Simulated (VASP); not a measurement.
A run of VASP 6.6.1:

INCAR

```
  PREC = Accurate
  ENCUT = 520
  EDIFF = 1E-7
  ISMEAR = 0
  SIGMA = 0.05
  LREAL = False
  LASPH = True
  NELM = 100
  ALGO = Normal
  ISIF = 2
  LWAVE = False
  LCHARG = False
  GGA = PE
  NBANDS = 13
```

The input KPOINTS:

```
Automatic mesh
0
Gamma
  10 10 5
```

The input POSCAR:

```
Se
1.0
    3.6583282222      0.0000000000      0.0000000000
   -1.8291641111      3.1682051758      0.0000000000
    0.0000000000      0.0000000000      3.8531674312
Se
2
Direct
    0.3333333333      0.6666666667      0.2500000000
    0.6666666667      0.3333333333      0.7500000000
```

Potentials or basis: VASP PAW PBE potentials, release 64 (Se).

Command:

```console
$ cat potpaw_PBE.64/Se/POTCAR > POTCAR
$ mpirun -np 1 vasp_std > vasp.out
```

Hardware: 1 thread of Intel Xeon 8259CL, with other jobs on the host.

Q: Estimate the wall time of this run.

A: Wall time 16 s on 1 thread of Intel Xeon 8259CL, with other jobs on the host, peak memory 0.16 GiB. Counts: scf iterations 11, k points 42.
